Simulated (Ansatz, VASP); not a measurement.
**One calculation of Eu, two programs**

INCAR

```
  ALGO = Normal
  EDIFF = 1E-6
  ENCUT = 520
  GGA = PE
  ISIF = 2
  ISMEAR = 0
  ISPIN = 2
  LASPH = T
  LCHARG = F
  LMAXMIX = 6
  LORBIT = 11
  LREAL = F
  LWAVE = F
  MAGMOM = 7.78
  NBANDS = 18
  NELM = 150
  PREC = Accurate
  SIGMA = 0.05
```

The input KPOINTS:

```
k-points
0
Gamma
  14 14 14
```

The input POSCAR:

```
Eu
1.0
   -2.2176208586      2.2176208586      2.2176208586
    2.2176208586     -2.2176208586      2.2176208586
    2.2176208586      2.2176208586     -2.2176208586
Eu
1
Direct
    0.0000000000      0.0000000000      0.0000000000
```

Input for Ansatz:

```yaml
crystal:
  lattice:
    - [-2.2176208585, 2.2176208585, 2.2176208585]
    - [2.2176208585, -2.2176208585, 2.2176208585]
    - [2.2176208585, 2.2176208585, -2.2176208585]
  atoms:
    - { symbol: Eu, position: [0.0, 0.0, 0.0], spin: 7.78 }
basis:
  ecutwfc: 600
  ecutrho_ratio: 5
kpoints:
  mp_grid: { grid: [14, 14, 14] }
hamiltonian:
  xc: pbe
scf:
  occupations: { method: gaussian, width: 0.05 }
output:
  forces: true
  stress: true
  eigenvalues: true
  populations: true
magnetization:
  spin_polarized: true
```

Alike in both runs: task single point; functional PBE; k mesh 14 × 14 × 14; occupations gaussian, width 0.05 eV; collinear spin.

```csv
,VASP,Ansatz
version,VASP 6.6.1,Ansatz 0.2.0
potentials or method,"VASP PAW PBE potentials, release 64 (Eu), cutoff 520 eV","scalar-relativistic, plane waves, PAW"
valence electrons in the cell,17,17
```

|  | VASP | Ansatz | Ansatz less VASP |
| --- | --- | --- | --- |
| pressure (GPa) | -0.7 | -0.4 | +0.24 |
| net moment per atom (μB) | 7.24 | 7.25 | +0.004 |
| size of the moment on the site where the two differ most (μB) | 6.67 | 7.02 | +0.348 |

Site moments also hang on the region over which each program counts them. Ansatz's warnings: given moment on shells.

Neither program's run includes spin-orbit coupling.
